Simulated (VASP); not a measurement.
Here is a VASP 6.6.1 calculation.

The input INCAR:

```
SYSTEM = Cu3O2
PREC = Accurate
ENCUT = 520
EDIFF = 1E-7
ISMEAR = 0
SIGMA = 0.15
LREAL = .FALSE.
LASPH = .TRUE.
NELM = 100
ALGO = Normal
ISIF = 2
LWAVE = .FALSE.
LCHARG = .FALSE.
NBANDS = 30
```

KPOINTS

```
regular mesh
0
G
  14 14 14
  0 0 0
```

File POSCAR:

```
Cu3O2
1.0
   -1.9550019901      1.9550019901      3.5884925292
    1.9550019901     -1.9550019901      3.5884925292
    1.9550019901      1.9550019901     -3.5884925292
Cu O
3 2
Direct
    0.2500000000      0.7500000000      0.5000000000
    0.7500000000      0.2500000000      0.5000000000
    0.0000000000      0.0000000000      0.0000000000
    0.0000000000      0.5000000000      0.5000000000
    0.5000000000      0.0000000000      0.5000000000
```

Potentials or basis: VASP PAW LDA potentials, release 64 (Cu, O).

Run with:

```console
$ cat potpaw_LDA.64/Cu/POTCAR potpaw_LDA.64/O/POTCAR > POTCAR
$ mpirun -np 1 vasp_std > vasp.out
```

Task: Predict the pressure.

Result: 1.4 GPa.

Task: What does it give for the band gap on the k mesh?

Result: Zero (an odd number of electrons rules out a gap without spin polarisation).

Stress tensor (GPa, compression positive):
```
0.73 0.00 0.00
0.00 0.73 0.00
0.00 0.00 2.75
```

Caveat: an odd number of electrons without spin polarisation forces a metal; a magnetic or distorted state may lie lower. With open d or f shells a metallic result of LDA can be an artefact of self-interaction; +U or a hybrid may open a gap.
